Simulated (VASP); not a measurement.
Here is a VASP 6.6.1 calculation.

INCAR

```
SYSTEM = Ir
PREC = Accurate
ENCUT = 520
EDIFF = 1E-6
ISMEAR = 0
SIGMA = 0.05
LREAL = Auto
LASPH = .True.
NELM = 60
ALGO = Fast
ISIF = 2
LWAVE = .False.
LCHARG = .False.
GGA = PE
NBANDS = 86
```

Contents of KPOINTS:

```
regular mesh
0
Gamma
  1 1 14
  0 0 0
```

POSCAR

```
Ir
1.0
   14.8000000000      0.0000000000      0.0000000000
    0.0000000000     17.0000000000      0.0000000000
    0.0000000000      0.0000000000      3.8360522247
Ir
16
Direct
    0.3115686725      0.5000000000      0.0000000000
    0.5629002766      0.2833349645      0.0000000000
    0.5614067806      0.5000000000      0.0000000000
    0.5629002766      0.7166650355      0.0000000000
    0.3109549167      0.3950009221      0.5000000000
    0.3109549167      0.6049990779      0.5000000000
    0.5717759300      0.3818386707      0.5000000000
    0.5717759300      0.6181613293      0.5000000000
    0.4370997234      0.2833349645      0.5000000000
    0.4385932194      0.5000000000      0.5000000000
    0.4370997234      0.7166650355      0.5000000000
    0.6884313275      0.5000000000      0.5000000000
    0.4282240700      0.3818386707      0.0000000000
    0.4282240700      0.6181613293      0.0000000000
    0.6890450833      0.3950009221      0.0000000000
    0.6890450833      0.6049990779      0.0000000000
```

Potentials or basis: VASP PAW PBE potentials, release 64 (Ir).

Command:

```bash
$ cat potpaw_PBE.64/Ir/POTCAR > POTCAR
$ mpirun -np 1 vasp_std > vasp.out
```

(1) Estimate the band gap on the k mesh.

(2) Predict the largest force.

Results:

(1) zero (bands 72 and 73 overlap by 0.19 eV).

(2) 0.062 eV/Å.

Caveat: spin-orbit coupling is left out, which moves the levels of the heavy elements.
